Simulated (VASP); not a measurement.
A run of VASP 6.6.1 is set up as follows.

Contents of INCAR:

```
ALGO     = Normal         # electronic algorithm
EDIFF    = 1E-7           # SCF threshold, eV
EDIFFG   = -0.01          # ionic threshold
ENCUT    = 600            # plane-wave cutoff, eV
GGA      = PS             # functional
IBRION   = 2              # ionic algorithm
ISIF     = 4              # what is computed and relaxed
ISMEAR   = 0              # smearing method
LASPH    = T              # aspherical terms in the spheres
LCHARG   = F              # write CHGCAR
LREAL    = F              # projectors in reciprocal space
LWAVE    = F              # write WAVECAR
NELM     = 100            # most SCF steps
NSW      = 50             # ionic steps
PREC     = Accurate       # precision mode
SIGMA    = 0.1            # smearing width, eV
```

KPOINTS

```
k-points
0
Gamma
  18 18 12
```

File POSCAR:

```
ZrB2
1.0
    3.2526384808      0.0000000000      0.0000000000
   -1.6263192404      2.8168675537      0.0000000000
    0.0000000000      0.0000000000      3.6291900761
Zr B
1 2
Direct
    0.0000000000      0.0000000000      0.0000000000
    0.3333333333      0.6666666667      0.5000000000
    0.6666666667      0.3333333333      0.5000000000
```

Potentials or basis: VASP PAW PBE potentials, release 64 (Zr_sv, B).

Run with:

```bash
$ cat potpaw_PBE.64/Zr_sv/POTCAR potpaw_PBE.64/B/POTCAR > POTCAR
$ mpirun -np 1 vasp_std > vasp.out
```

(1) Estimate the band gap on the k mesh.

## Answers

(1) zero (band 9 reaches 10.29 eV, above the bottom of band 10 at 9.09 eV).
